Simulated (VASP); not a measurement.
# SnSe2 (P-3m1) in VASP: further runs

The runs below take SnSe2 through single point, with PBE+D3(BJ).

Everything below comes from runs of VASP 6.6.1. Logs are shortened: lines on timing, memory, paths and dates and some standing lists are left out, and cuts for length are marked.

## 1. The cell of the first run

Symmetry: P-3m1, No. 164, trigonal system. The conventional cell has a = 3.839 Å, b = 3.839 Å, c = 14.023 Å, α = 90.00°, β = 90.00°, γ = 120.00°. Within 3.6 Å of Sn (site symmetry 3m) lie 6 Se at 2.73 Å. Se (site symmetry 3m) has 3 Sn at 2.73 Å within 3.6 Å. Se (site symmetry 3m) has 3 Sn at 2.73 Å and 3 Se at 3.59 Å within 3.6 Å.

## 2. Single point, PBE+D3(BJ) (the distance across one plane changed)

Contents of INCAR:

```
PREC = Accurate ; ENCUT = 520
EDIFF = 1E-6 ; ISMEAR = 0
SIGMA = 0.03 ; LREAL = F
LASPH = T ; NELM = 100
ALGO = Normal ; ISIF = 2
LWAVE = F ; LCHARG = F
GGA = PE ; IVDW = 12
NBANDS = 35
```

Contents of KPOINTS:

```
regular mesh
0
Gamma
  10 10 3
```

Contents of POSCAR:

```
SnSe2
1.0
   -3.8390485956      0.0000000000      0.0000000000
   -1.9195242978     -3.3247136102      0.0000000000
    0.0000000000      0.0000000000     14.0232622210
Sn Se
2 4
Direct
    0.0000000000      0.0000000000      0.6430348747
    0.0000000000      0.0000000000      0.2143449582
    0.3333333333      0.3333333333      0.7567032905
    0.3333333333      0.3333333333      0.3280133740
    0.6666666667      0.6666666667      0.1006765425
    0.6666666667      0.6666666667      0.5293664590
```

Potentials or basis: VASP PAW PBE potentials, release 64 (Sn_d, Se).

The run is started by

```console
$ cat potpaw_PBE.64/Sn_d/POTCAR potpaw_PBE.64/Se/POTCAR > POTCAR
$ mpirun -np 1 vasp_std > vasp.out
```

OUTCAR:

```text
PREC = Accurate
   ENCUT = 520
   EDIFF = 1E-6
   ISMEAR = 0
   LREAL = F
   LASPH = T
   NELM = 100
   ISIF = 2
   GGA = PE
   IVDW = 12
 IVDW          = 12

 ion  position               nearest neighbor table
   1  0.000  0.000  0.643-   6 2.73   6 2.73   6 2.73   3 2.73   3 2.73   3 2.73
   2  0.000  0.000  0.214-   5 2.73   5 2.73   5 2.73   4 2.73   4 2.73   4 2.73
   3  0.333  0.333  0.757-   1 2.73   1 2.73   1 2.73
   4  0.333  0.333  0.328-   2 2.73   2 2.73   2 2.73
   5  0.667  0.667  0.101-   2 2.73   2 2.73   2 2.73
   6  0.667  0.667  0.529-   1 2.73   1 2.73   1 2.73

  LATTYP: Found a hexagonal cell.
 ALAT       =     3.8390485956
 C/A-ratio  =     3.6527962258

  Lattice vectors:

 A1 = (   1.9195242978,   3.3247136102,   0.0000000000)
 A2 = (  -3.8390485956,   0.0000000000,   0.0000000000)
 A3 = (   0.0000000000,   0.0000000000,  14.0232622210)

Analysis of symmetry for initial positions (statically):
=====================================================================
 Subroutine PRICEL returns:
 Original cell was already a primitive cell.

 Routine SETGRP: Setting up the symmetry group for a
 hexagonal supercell.

 Subroutine GETGRP returns: Found 12 space group operations
 (whereof  6 operations were pure point group operations)
 out of a pool of 24 trial point group operations.

The static configuration has the point symmetry C_3v.
 The point group associated with its full space group is D_3d.

Analysis of symmetry for dynamics (positions and initial velocities):
=====================================================================
 Subroutine PRICEL returns:
 Original cell was already a primitive cell.

 Routine SETGRP: Setting up the symmetry group for a
 hexagonal supercell.

 Subroutine GETGRP returns: Found 12 space group operations
 (whereof  6 operations were pure point group operations)
 out of a pool of 24 trial point group operations.

The dynamic configuration has the point symmetry C_3v.
 The point group associated with its full space group is D_3d.

 Subroutine INISYM returns: Found 12 space group operations
 (whereof  6 operations are pure point group operations),
 and found     1 'primitive' translations

----------------------------------------------------------------------------------------

                                     Primitive cell

  volume of cell :     178.9892

  direct lattice vectors                    reciprocal lattice vectors
    -3.839048596  0.000000000  0.000000000    -0.260481204  0.150388893  0.000000000
    -1.919524298 -3.324713610  0.000000000     0.000000000 -0.300777786  0.000000000
[... 101 lines left out ...]
   POTIM  = 0.5000    time-step for ionic-motion
   TEBEG  =    0.0;   TEEND  =   0.0 temperature during run
   PSTRESS=    0.0 pullay stress
   NELECT =      52.0000    total number of electrons
   NUPDOWN=      -1.0000    fix difference up-down
   EMIN   =  10.00;   EMAX   =-10.00  energy-range for DOS
   EFERMI =   0.00;   METHOD = LEGACY
   ISMEAR =     0;   SIGMA  =   0.03  broadening in eV -4-tet -1-fermi 0-gaus
   EFERMI_NEDOS =   21; number of points for ismear=-14 and -15
   IALGO  =     38    algorithm
   IMIX   =      4    mixing-type and parameters
     AMIX     =   0.40;   BMIX     =  1.00
     AMIX_MAG =   1.60;   BMIX_MAG =  1.00
  volume/ion in A,a.u.               =      29.83       201.31
  Fermi-wavevector in a.u.,A,eV,Ry     =   1.084261  2.048955 15.995293  1.175621
  Thomas-Fermi vector in A             =   2.220346
   LORBIT       =      0    0 simple, 1 ext, 2 COOP (PROOUT), +10 PAW based schemes
   GGA     = PE    functional components
   LHFCALC =     F    Hartree Fock is set to
   AEXX    =    0.0000 exact exchange contribution
   IVDW    =    12    specifies the selected vdW correction
   LEPSILON=     F    determine dielectric tensor
   LRPA    =     F    only Hartree local field effects (RPA)
 non-spin polarized calculation
 Gauss-broadening in eV      SIGMA  =   0.03
  energy-cutoff  :      520.00
  volume of cell :      178.99
 maximum number of plane-waves:      4845
 NGX is ok and might be reduce to    30
   NGX = 15   NGY = 15   NGZ = 53

 number of electron      51.9999987 magnetization

 Free energy of the ion-electron system (eV)
  ---------------------------------------------------
  ext. energy  EPLUGINS =         0.00000000
  ---------------------------------------------------
  free energy    TOTEN  =       -23.67640889 eV

  energy without entropy =      -23.67640889  energy(sigma->0) =      -23.67640889

 E-fermi :   2.9453     XC(G=0):  -8.5800

 val. band max:        2.7322974175   @ k =   0.1000   0.0000   0.3333
 cond. band min:       3.4073561452   @ k =   0.5000   0.0000   0.3333
 fundamental gap:      0.6750587277
 Fermi energy:         2.9452934613

 k-point     1 :       0.0000    0.0000    0.0000
  band No.  band energies     occupation
      1     -18.4413      2.00000
      2     -18.4413      2.00000
      3     -18.4413      2.00000
      4     -18.4413      2.00000
      5     -18.4057      2.00000
      6     -18.4056      2.00000
[... 901 lines left out ...]
     34       8.4553      0.00000
     35       8.6714      0.00000

 [... further k-points ...]

------------------------ aborting loop because EDIFF is reached ----------------------------------------

 Edisp (eV)   -1.93128

 E8    (eV) :    -0.8512

  FORCE on cell =-STRESS in cart. coord.  units (eV):
  Direction    XX          YY          ZZ          XY          YZ          ZX
  --------------------------------------------------------------------------------------
  -------------------------------------------------------------------------------------
  Total      -0.21463    -0.21463    -0.35483    -0.00000     0.00000     0.00000
  in kB      -1.92119    -1.92119    -3.17618    -0.00000     0.00000     0.00000
  external pressure =       -2.34 kB  Pullay stress =        0.00 kB

 VOLUME and BASIS-vectors are now :
 -----------------------------------------------------------------------------
  energy-cutoff  :      520.00
  volume of cell :      178.99
      direct lattice vectors                 reciprocal lattice vectors
    -3.839048596  0.000000000  0.000000000    -0.260481204  0.150388893  0.000000000
    -1.919524298 -3.324713610  0.000000000     0.000000000 -0.300777786  0.000000000
     0.000000000  0.000000000 14.023262221     0.000000000  0.000000000  0.071310084

 POSITION                                       TOTAL-FORCE (eV/Angst)
 -----------------------------------------------------------------------------------
      0.00000      0.00000      9.01745        -0.000000     -0.000000      0.019794
      0.00000      0.00000      3.00582         0.000000      0.000000     -0.019794
     -1.91952     -1.10824     10.61145        -0.000000     -0.000000      0.064504
     -1.91952     -1.10824      4.59982         0.000000      0.000000      0.033634
     -3.83905     -2.21648      1.41181         0.000000      0.000000     -0.064504
     -3.83905     -2.21648      7.42344        -0.000000     -0.000000     -0.033634
 -----------------------------------------------------------------------------------
    total drift:                                0.000000      0.000000     -0.000023

  FREE ENERGIE OF THE ION-ELECTRON SYSTEM (eV)
  ---------------------------------------------------
  free  energy   TOTEN  =       -25.6076885154 eV

  energy  without entropy=      -25.6076885154  energy(sigma->0) =      -25.60768852
```

OSZICAR:

```text
N       E                     dE             d eps       ncg     rms          rms(c)
DAV:   1     0.496673876058E+03    0.49667E+03   -0.23595E+04  2566   0.165E+03
DAV:   2     0.540783219461E+02   -0.44260E+03   -0.42589E+03  2584   0.427E+02
DAV:   3    -0.200613998418E+02   -0.74140E+02   -0.72054E+02  3019   0.164E+02
DAV:   4    -0.241011013499E+02   -0.40397E+01   -0.40049E+01  3001   0.399E+01
DAV:   5    -0.241980823917E+02   -0.96981E-01   -0.96789E-01  3373   0.671E+00    0.685E+00
DAV:   6    -0.237066857381E+02    0.49140E+00   -0.71932E-01  3529   0.819E+00    0.441E+00
DAV:   7    -0.236796198204E+02    0.27066E-01   -0.40589E-01  3137   0.331E+00    0.904E-01
DAV:   8    -0.236752783737E+02    0.43414E-02   -0.32154E-02  3536   0.161E+00    0.428E-01
DAV:   9    -0.236762852847E+02   -0.10069E-02   -0.46058E-03  3156   0.355E-01    0.911E-02
DAV:  10    -0.236763343111E+02   -0.49026E-04   -0.21592E-04  3596   0.117E-01    0.424E-02
DAV:  11    -0.236764032914E+02   -0.68980E-04   -0.99537E-05  2728   0.493E-02    0.100E-02
DAV:  12    -0.236764078069E+02   -0.45155E-05   -0.43091E-06  2904   0.114E-02    0.106E-02
DAV:  13    -0.236764088787E+02   -0.10718E-05   -0.38642E-06  2187   0.991E-03    0.214E-03
DAV:  14    -0.236764088947E+02   -0.15949E-07   -0.21267E-07  1614   0.282E-03
   1 F= -.25607689E+02 E0= -.25607689E+02  d E =-.845310E-25
```

It took 2.1 min on 1 thread of AMD EPYC 9R45 (Zen 5), shared host; peak memory 0.39 GiB.

Results:

| Item | Value |
| --- | --- |
| Free energy | -25.6077 eV |
| Pressure | -0.2 GPa |
| Largest force | 0.065 eV/Å |
| Band gap on the k mesh | 0.68 eV (least direct gap 0.94 eV) |
| Dispersion energy per atom | -0.322 eV |

Forces on the atoms (eV/Å):
```
Sn   0.000  0.000  0.020
Sn   0.000  0.000 -0.020
Se   0.000  0.000  0.065
Se   0.000  0.000  0.034
Se   0.000  0.000 -0.065
Se   0.000  0.000 -0.034
```

Levels at points of the mesh, in eV from the valence-band top:
```
           k point  band 24  band 25  band 26  band 27  band 28  band 29
(0.00, 0.00, 0.00)    -0.20    -0.09    -0.09     1.15     2.23     3.02
(0.50, 0.00, 0.00)    -0.69    -0.56    -0.26     0.68     1.04     3.85
```

Caveat: the cell differs from its parent crystal (the distance across one plane changed); spin-orbit coupling is left out, which moves the levels of the heavy elements; an odd mesh through Γ misses points on the zone boundary, where band edges can lie.

## 3. Single point, PBE+D3(BJ) (the distance across one plane changed)

Contents of INCAR:

```
PREC = Accurate ; ENCUT = 520
EDIFF = 1E-7 ; ISMEAR = 0
SIGMA = 0.03 ; LREAL = False
LASPH = True ; NELM = 60
ALGO = Normal ; ISIF = 2
LWAVE = False ; LCHARG = False
GGA = PE ; IVDW = 12
NBANDS = 35
```

KPOINTS is that of step 2.

Contents of POSCAR:

```
SnSe2
1.0
   -3.8390485956      0.0000000000      0.0000000000
   -1.9195242978     -3.3247136102      0.0000000000
    0.0000000000      0.0000000000     15.0232622210
Sn Se
2 4
Direct
    0.0000000000      0.0000000000      0.6002322620
    0.0000000000      0.0000000000      0.2000774207
    0.3333333333      0.3333333333      0.7063345171
    0.3333333333      0.3333333333      0.3061796757
    0.6666666667      0.6666666667      0.0939751656
    0.6666666667      0.6666666667      0.4941300070
```

Potentials or basis: VASP PAW PBE potentials, release 64 (Sn_d, Se).

The run is started by

```console
$ cat potpaw_PBE.64/Sn_d/POTCAR potpaw_PBE.64/Se/POTCAR > POTCAR
$ mpirun -np 1 vasp_std > vasp.out
```

It took 2.3 min on 1 thread of AMD EPYC 9R45 (Zen 5), shared host; peak memory 0.4 GiB.

Results (log left out):

```yaml
Free_energy: -25.5593 eV
Pressure: -0.1 GPa
Largest_force: 0.040 eV/Å
Band_gap_on_the_k_mesh: 0.68 eV (least direct gap 0.94 eV)
Dispersion_energy_per_atom: -0.314 eV
```

Forces in eV/Å, atoms in the order of the input:
```
Sn   0.000  0.000  0.013
Sn   0.000  0.000 -0.013
Se   0.000  0.000  0.040
Se   0.000  0.000  0.035
Se   0.000  0.000 -0.040
Se   0.000  0.000 -0.035
```

Levels at points of the mesh, in eV from the valence-band top:
| k point | band 24 | band 25 | band 26 | band 27 | band 28 | band 29 |
| --- | --- | --- | --- | --- | --- | --- |
| (0.00, 0.00, 0.00) | -0.20 | -0.09 | -0.09 | 1.22 | 2.18 | 3.02 |
| (0.50, 0.00, 0.00) | -0.68 | -0.56 | -0.26 | 0.68 | 1.02 | 3.88 |

Caveat: the cell differs from its parent crystal (the distance across one plane changed); spin-orbit coupling is left out, which moves the levels of the heavy elements; an odd mesh through Γ misses points on the zone boundary, where band edges can lie.
